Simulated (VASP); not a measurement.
Input of a VASP 6.6.1 run:

Contents of INCAR:

```
SYSTEM = Sc
ALGO = Normal
EDIFF = 1E-7
ENCUT = 520
GGA = PE
ISIF = 2
ISMEAR = -1
LASPH = .True.
LCHARG = .False.
LREAL = .False.
LWAVE = .False.
NBANDS = 12
NELM = 60
PREC = Accurate
SIGMA = 0.1
```

Contents of KPOINTS:

```
k-points
0
Gamma
  15 15 14
  0 0 0
```

Contents of POSCAR:

```
Sc
1.0
    2.9851935563      0.0000000000      0.0000000000
   -1.4925967781      2.5852534550      0.0000000000
    0.0000000000      0.0000000000      2.7591070250
Sc
1
Direct
    0.0000000000      0.0000000000      0.0000000000
```

Potentials or basis: VASP PAW PBE potentials, release 64 (Sc_sv).

Launch:

```bash
$ cat potpaw_PBE.64/Sc_sv/POTCAR > POTCAR
$ mpirun -np 1 vasp_std > vasp.out
```

Problem. Predict the pressure.

Solution. 9.8 GPa.
